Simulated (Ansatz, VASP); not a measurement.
Given: the input of a run of VASP 6.6.1 on MnS.

INCAR

```
SYSTEM = MnS
ALGO     = Normal         ! electronic algorithm
EDIFF    = 1E-6           ! SCF threshold, eV
ENCUT    = 600            ! plane-wave cutoff, eV
GGA      = PS             ! functional
GGA_COMPAT= .False.      
ISIF     = 2              ! what is computed and relaxed
ISMEAR   = -1             ! smearing method
ISPIN    = 2              ! spin polarisation
LASPH    = .True.         ! aspherical terms in the spheres
LCHARG   = .False.        ! write CHGCAR
LMAXMIX  = 4              ! l up to which the mixer works
LORBIT   = 11             ! projections on sites
LREAL    = .False.        ! projectors in reciprocal space
LWAVE    = .False.        ! write WAVECAR
MAGMOM   = 2 0            ! initial moments
NBANDS   = 22             ! bands
NELM     = 200            ! most SCF steps
NUPDOWN  = 2.0            ! fixed moment
PREC     = Accurate       ! precision mode
SIGMA    = 0.05           ! smearing width, eV
```

The input KPOINTS:

```
k-points
0
Gamma
  7 7 7
  0 0 0
```

The input POSCAR:

```
MnS
1.0
    0.0000000000      2.6045000000      2.6045000000
    2.6045000000      0.0000000000      2.6045000000
    2.6045000000      2.6045000000      0.0000000000
Mn S
1 1
Direct
    0.0000000000      0.0000000000      0.0000000000
    0.5000000000      0.5000000000      0.5000000000
```

Potentials or basis: VASP PAW PBE potentials, release 64 (Mn_sv, S).

The run is started by

```sh
$ cat potpaw_PBE.64/Mn_sv/POTCAR potpaw_PBE.64/S/POTCAR > POTCAR
$ mpirun -np 1 vasp_std > vasp.out
```

Task: Set up the same calculation for Ansatz 0.2.0. Potentials there: Ansatz PAW.

Result: As run (the cutoff follows the program's own potentials):

The input input.yaml:

```yaml
crystal:
  lattice:
    - [0.0, 2.6045, 2.6045]
    - [2.6045, 0.0, 2.6045]
    - [2.6045, 2.6045, 0.0]
  atoms:
    - { symbol: Mn, position: [0.0, 0.0, 0.0], spin: 2.0 }
    - { symbol: S, position: [0.5, 0.5, 0.5] }
hamiltonian:
  xc: pbesol
  pseudopotentials: { kind: paw }
magnetization:
  spin_polarized: true
  initial_magnetization: 2.0
  spin_locking: { lock_magnetization: hard }
kpoints:
  mp_grid: { grid: [7, 7, 7] }
scf:
  occupations: { method: fermi_dirac, width: 0.05 }
  lower_state_search: "off"
output:
  forces: true
  stress: true
  eigenvalues: true
```

Potentials or basis: Ansatz PAW.

Run with:

```sh
$ ansatz run input.yaml --threads 2 --pin off --max-ram 5632MiB --backend cpu --events-out ev --progress --plain --runs-dir out
```

Both were run:

|  | VASP | Ansatz | Ansatz less VASP |
| --- | --- | --- | --- |
| pressure (GPa) | -25.2 | -24.6 | +0.69 |
| net moment per atom (μB) | 1.00 | 1.00 | 0.000 |
| size of the moment on the site where the two differ most (μB) | 1.97 | 2.04 | +0.074 |

VASP's potentials were made for PBE, not for PBEsol. Site moments also hang on the region over which each program counts them.
